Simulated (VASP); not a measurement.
Input of a VASP 6.6.1 run:

Contents of INCAR:

```
SYSTEM = Al3Cu2
PREC = Accurate ; ENCUT = 400
EDIFF = 1E-6 ; ISMEAR = -1
SIGMA = 0.05 ; LREAL = Auto
LASPH = .TRUE. ; NELM = 120
ALGO = Normal ; ISIF = 2
LWAVE = .FALSE. ; LCHARG = .FALSE.
GGA = PS ; ISYM = -1
NBANDS = 78 ; GGA_COMPAT = .FALSE.
```

File KPOINTS:

```
explicit points
1
Reciprocal
  0.25000000   0.25000000   0.25000000 1
```

Contents of POSCAR:

```
Al3Cu2
1.0
    6.8921920000     -0.1854640000     -0.0600550000
   -0.1854640000      6.9738980000      0.0067840000
   -0.0600550000      0.0067840000      7.0022850000
Al Cu
12 8
Direct
    0.6127948409      0.1695940269      0.8624613063
    0.2586210061      0.9304198934      0.6252141288
    0.0555963179      0.0524455694      0.9948502590
    0.5327858178      0.8672487530      0.3321410135
    0.9050527883      0.4164142077      0.9498083827
    0.7334890288      0.5278982732      0.5981865094
    0.8974127320      0.1381022803      0.5983989849
    0.7190490876      0.8042133555      0.0354965143
    0.1431110728      0.4181611044      0.4069962492
    0.1583618823      0.6997830514      0.1721411075
    0.4712070832      0.3919642949      0.1488705838
    0.3691247727      0.6115732357      0.8500872037
    0.9374986149      0.7919292513      0.4462590471
    0.7802450373      0.1215801299      0.2163827688
    0.2007549603      0.0403283478      0.3147160893
    0.0106578188      0.7416204055      0.8205452795
    0.2633484193      0.2625098439      0.7664764463
    0.6236142490      0.8523737273      0.7008491729
    0.8164664362      0.5284021877      0.2584273864
    0.5329556735      0.2041652551      0.4698447144
```

Potentials or basis: VASP PAW PBE potentials, release 64 (Al, Cu).

Launch:

```bash
$ cat potpaw_PBE.64/Al/POTCAR potpaw_PBE.64/Cu/POTCAR > POTCAR
$ mpirun -np 1 vasp_std > vasp.out
```

Problem. Estimate the pressure.

Solution. -8.1 GPa.

Problem. Estimate the largest force.

Solution. 1.019 eV/Å.

Forces in eV/Å, atoms in the order of the input:
```
Al  -0.256 -0.085 -0.221
Al   0.401 -0.508  0.780
Al   0.225  0.050 -0.672
Al  -0.195 -0.039  0.844
Al   0.227 -0.043 -0.477
Al  -0.010 -0.050  0.389
Al   0.213 -0.213 -0.309
Al   0.646 -0.347 -0.135
Al  -0.055 -0.863  0.539
Al  -0.193  0.362 -0.538
Al  -0.298 -0.331  0.689
Al  -0.214  0.449 -0.612
Cu  -0.033  0.427  0.435
Cu  -0.106  0.690 -0.211
Cu  -0.158  0.468 -0.168
Cu  -0.023 -0.103 -0.038
Cu  -0.100  0.299 -0.235
Cu   0.214 -0.072 -0.424
Cu  -0.055 -0.351  0.191
Cu  -0.230  0.259  0.173
```

Caveat: the atoms stand as in a frame of molecular dynamics; the PAW data sets were made with another functional, which shifts forces and pressure a little.
